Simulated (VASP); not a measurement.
Here is a VASP 6.6.1 calculation.

File INCAR:

```
SYSTEM = MgO
  PREC = Accurate
  ENCUT = 520
  EDIFF = 1E-6
  ISMEAR = -1
  SIGMA = 0.05
  LREAL = .False.
  LASPH = .True.
  NELM = 60
  ALGO = Normal
  ISIF = 2
  LWAVE = .False.
  LCHARG = .True.
  GGA = PE
  LELF = .True.
  LVHAR = .True.
  NBANDS = 11
```

KPOINTS

```
regular mesh
0
Gamma
  11 11 11
  0 0 0
```

POSCAR

```
MgO
1.0
    0.0000000000      2.1381295086      2.1381295086
    2.1381295086      0.0000000000      2.1381295086
    2.1381295086      2.1381295086      0.0000000000
Mg O
1 1
Direct
    0.0000000000      0.0000000000      0.0000000000
    0.5000000000      0.5000000000      0.5000000000
```

Potentials or basis: VASP PAW PBE potentials, release 64 (Mg, O).

Launch:

```bash
$ cat potpaw_PBE.64/Mg/POTCAR potpaw_PBE.64/O/POTCAR > POTCAR
$ mpirun -np 1 vasp_std > vasp.out
```

(1) Estimate the pressure.

(2) Predict the band gap on the k mesh.

Answers

(1) -3.0 GPa.

(2) 4.30 eV, direct.
